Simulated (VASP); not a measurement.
## MoSe: single point with PBEsol-based screened hybrid

The system is MoSe.

```xyz
2
Lattice="3.0796 0.0000 0.0000 0.0000 3.0796 0.0000 0.0000 0.0000 3.0796" Properties=species:S:1:pos:R:3 pbc="T T T"
Mo    0.0000    0.0000    0.0000
Se    1.5398    1.5398    1.5398
```

* Program: VASP 6.6.1
* Task: single point
* Functional: PBEsol-based screened hybrid
* Potentials or basis: VASP PAW PBE potentials, release 64 (Mo_sv, Se)
* Cutoff: 520 eV
* k mesh: 4 × 4 × 4
* Occupations: fermi-dirac, width 0.05 eV
* Spin: no spin polarisation
* Dipole correction: no
* Grid for exact exchange (PRECFOCK): Normal
* Share of exact exchange: 0.25
* Further INCAR settings: ALGO = Normal; EDIFF = 1e-06; NBANDS = 17
* Screening parameter: 0.207 1/Å

```json
{
 "Pressure": "0.1 GPa",
 "Band gap on the k mesh": "zero (band 10 reaches 15.04 eV, above the bottom of band 11 at 11.57 eV)"
}
```

Levels at points of the mesh, in eV from the Fermi level:
```csv
k point,band 6,band 7,band 8,band 9,band 10,band 11,band 12,band 13,band 14,band 15
"(0.00, 0.00, 0.00)",-4.50,-4.50,-2.15,-2.15,-2.15,1.08,1.08,1.08,4.95,10.66
"(0.50, 0.00, 0.00)",-10.35,-4.50,-4.50,-3.43,1.38,2.70,5.58,5.58,5.71,7.07
"(0.50, 0.50, 0.00)",-7.26,-7.26,-3.98,-1.15,-1.15,-0.32,1.04,3.08,6.14,11.72
"(0.50, 0.50, 0.50)",-9.07,-9.07,-9.07,3.15,3.15,3.35,3.35,3.35,6.03,6.03
```

Run time: 6 min on 1 thread of AMD EPYC 7R43 64-Core Processor (Zen 3), on a shared host, peak memory 0.21 GiB.

Caveat: the k points lie up to 0.51 Å⁻¹ apart; the PAW data sets were made with another functional, which shifts forces and pressure a little.
